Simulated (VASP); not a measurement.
A run of VASP 6.6.1:

File INCAR:

```
SYSTEM = Cr3As
PREC = Accurate
ENCUT = 520
EDIFF = 1E-6
ISMEAR = -1
SIGMA = 0.1
LREAL = .False.
LASPH = .True.
NELM = 150
ALGO = Normal
ISIF = 2
LWAVE = .False.
LCHARG = .False.
ISPIN = 2
MAGMOM = 2.1 2.1 2.1 0
LORBIT = 11
LMAXMIX = 4
GGA = PS
NBANDS = 32
```

KPOINTS

```
regular mesh
0
Gamma
  10 10 10
  0 0 0
```

Contents of POSCAR:

```
Cr3As
1.0
    0.0000000000      2.8872800000      2.8006616000
    2.8872800000      0.0000000000      2.8006616000
    2.8872800000      2.8872800000      0.0000000000
Cr As
3 1
Direct
    0.2500000000      0.2500000000      0.2500000000
    0.7500000000      0.7500000000      0.7500000000
    0.5000000000      0.5000000000      0.5000000000
    0.0000000000      0.0000000000      0.0000000000
```

Potentials or basis: VASP PAW PBE potentials, release 64 (Cr_pv, As).

Run with:

```bash
$ cat potpaw_PBE.64/Cr_pv/POTCAR potpaw_PBE.64/As/POTCAR > POTCAR
$ mpirun -np 1 vasp_std > vasp.out
```

Hardware: 1 thread of Oxide Virtual Turin-like Processor, on a shared host.

Task: How long does it take, and how much memory?

Result: It took 11 min on 1 thread of Oxide Virtual Turin-like Processor, with other jobs on the host, peak memory 0.31 GiB. Counts: scf iterations 21, k points 102.
